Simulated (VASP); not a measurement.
Write the native input for VASP 6.6.1 that does the following.

| Quantity | Value |
| --- | --- |
| Task | single point |
| Functional | PBEsol |
| Potentials or basis | VASP PAW PBE potentials, release 64 (Sn_d, O) |
| Cutoff | 520 eV |
| k mesh | 6 × 6 × 4 |
| Occupations | fermi-dirac, width 0.1 eV |
| Spin | no spin polarisation |
| Dipole correction | no |
| Further INCAR settings | ALGO = Normal; EDIFF = 1e-07; NBANDS = 28 |

The structure of SnO (Romarchite) lies in POSCAR:

```
SnO
1.0
    3.7342045089      0.0000000000      0.0000000000
    0.0000000000      3.7342045089      0.0000000000
    0.0000000000      0.0000000000      4.7587366889
Sn O
2 2
Direct
    0.5000000000      0.0000000000      0.2369000000
    0.0000000000      0.5000000000      0.7631000000
    0.0000000000      0.0000000000      0.0000000000
    0.5000000000      0.5000000000      0.0000000000
```

The input as run:

INCAR

```
  ALGO = Normal
  EDIFF = 1E-7
  ENCUT = 520
  GGA = PS
  ISIF = 2
  ISMEAR = -1
  LASPH = T
  LCHARG = F
  LREAL = F
  LWAVE = F
  NBANDS = 28
  NELM = 100
  PREC = Accurate
  SIGMA = 0.1
```

KPOINTS

```
k-points
0
Gamma
  6 6 4
```

Potentials or basis: VASP PAW PBE potentials, release 64 (Sn_d, O).

Command:

```bash
$ cat potpaw_PBE.64/Sn_d/POTCAR potpaw_PBE.64/O/POTCAR > POTCAR
$ mpirun -np 1 vasp_std > vasp.out
```

It gave:

- Pressure: 6.4 GPa
- Largest force: 1.128 eV/Å
- Band gap on the k mesh: zero (band 20 reaches 7.86 eV, above the bottom of band 21 at 7.73 eV)

Caveat: the PAW data sets were made with another functional, which shifts forces and pressure a little; spin-orbit coupling is left out, which moves the levels of the heavy elements.

Run time: 25 s on 1 thread of Intel(R) Xeon(R) 6975P-C (Granite Rapids) (shared host), peak memory 0.18 GiB.
